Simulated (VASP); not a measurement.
A run of VASP 6.6.1 is set up as follows.

INCAR

```
ALGO = Normal ; EDIFF = 1E-6
ENCUT = 520 ; GGA = PE
ISIF = 2 ; ISMEAR = 0
LASPH = T ; LCHARG = F
LREAL = F ; LWAVE = F
NBANDS = 26 ; NELM = 60
PREC = Accurate ; SIGMA = 0.1
```

KPOINTS

```
k-points
0
Gamma
  6 6 6
```

The input POSCAR:

```
MgZr2N2
1.0
   -1.8732660400      1.8732660400      5.0613829700
    1.8732660400     -1.8732660400      5.0613829700
    1.8732660400      1.8732660400     -5.0613829700
Mg Zr N
1 2 2
Direct
    0.0000000000      0.0000000000      0.0000000000
    0.7500000000      0.2500000000      0.5000000000
    0.2500000000      0.7500000000      0.5000000000
    0.6123820500      0.6123820500      0.0000000000
    0.3876179500      0.3876179500      0.0000000000
```

Potentials or basis: VASP PAW PBE potentials, release 64 (Mg, Zr_sv, N).

Command:

```sh
$ cat potpaw_PBE.64/Mg/POTCAR potpaw_PBE.64/Zr_sv/POTCAR potpaw_PBE.64/N/POTCAR > POTCAR
$ mpirun -np 1 vasp_std > vasp.out
```

(1) Estimate the band gap on the k mesh.

(2) Estimate the largest force.

Answers

(1) zero (band 18 reaches 8.66 eV, above the bottom of band 19 at 7.43 eV).

(2) 2.607 eV/Å.

Caveat: the k points lie up to 0.40 Å⁻¹ apart; forces of over 1 eV/Å act on the atoms, so gaps and moduli don't describe the material at rest.
